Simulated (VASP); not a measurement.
Runs of VASP 6.6.1 on Ti. The structure is that of space group P6_3/mmc (No. 194), or close to it. The cells are those of the table. 

```tsv
task	cell	k mesh	cutoff (eV)	gap on the mesh (eV)	pressure (GPa)
relaxation of shape and atoms at fixed volume	relaxed from a = 2.879, b = 2.879, c = 4.555 Å, angles 90.0, 90.0, 120.0°, 2 atoms	18 × 18 × 10	600	none	7.4
single point	a = 2.939, b = 2.939, c = 4.650 Å, angles 90.0, 90.0, 120.0°, 2 atoms	18 × 18 × 10	520	none	(a)
relaxation of shape and atoms at fixed volume	relaxed from a = 2.846, b = 2.846, c = 4.511 Å, angles 90.0, 90.0, 120.0°, 2 atoms	18 × 18 × 10	600	none	11.9
single point	a = 2.939, b = 2.939, c = 4.650 Å, angles 90.0, 90.0, 120.0°, 2 atoms	12 × 12 × 8	520	none	-0.2
relaxation of shape and atoms at fixed volume	relaxed from a = 2.909, b = 2.909, c = 4.603 Å, angles 90.0, 90.0, 120.0°, 2 atoms	18 × 18 × 10	600	none	3.3
```

Alike in all rows: level PBE; potentials or basis VASP PAW PBE potentials, release 64 (Ti_sv); no spin polarisation; smearing gaussian 0.1 eV.

Task: Estimate the missing entries.

Result: (a) -0.6.

Caveats: the relaxation stopped at its first step, so nothing moved (some runs).

A gap of «none» marks levels without a gap at the run's occupations.
